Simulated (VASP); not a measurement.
Write the native input for VASP 6.6.1 that does the following.

```yaml
Task: single point
Functional: PBE
Potentials_or_basis: VASP PAW PBE potentials, release 64 (Mg, S)
Cutoff: 520 eV
k_mesh: 6 × 6 × 2
Occupations: gaussian, width 0.01 eV
Spin: no spin polarisation
Dipole_correction: no
Further_INCAR_settings: ALGO = Normal; EDIFF = 1e-06; NBANDS = 16
```

The structure of MgS lies in POSCAR:

```
MgS
1.0
    4.0286256259      0.0000000000      0.0000000000
   -2.0143128130      3.4888921344      0.0000000000
    0.0000000000      0.0000000000      6.4543928125
Mg S
2 2
Direct
    0.3333333333      0.6666666667     -0.0028727181
    0.6666666667      0.3333333333      0.4971272819
    0.3333333333      0.6666666667      0.3778727181
    0.6666666667      0.3333333333      0.8778727181
```

These files were run (other wordings do the same):

INCAR

```
PREC = Accurate
ENCUT = 520
EDIFF = 1E-6
ISMEAR = 0
SIGMA = 0.01
LREAL = False
LASPH = True
NELM = 60
ALGO = Normal
ISIF = 2
LWAVE = False
LCHARG = False
GGA = PE
NBANDS = 16
```

KPOINTS

```
regular mesh
0
Gamma
  6 6 2
```

Potentials or basis: VASP PAW PBE potentials, release 64 (Mg, S).

Command:

```console
$ cat potpaw_PBE.64/Mg/POTCAR potpaw_PBE.64/S/POTCAR > POTCAR
$ mpirun -np 1 vasp_std > vasp.out
```

Results of the run:

```yaml
Pressure: 0.9 GPa
Band_gap_on_the_k_mesh: 3.46 eV, direct
```

Caveat: the k points lie up to 0.49 Å⁻¹ apart.

It took 40 s on 1 thread of Intel Xeon 8259CL, with other jobs on the host, peak memory 0.2 GiB.
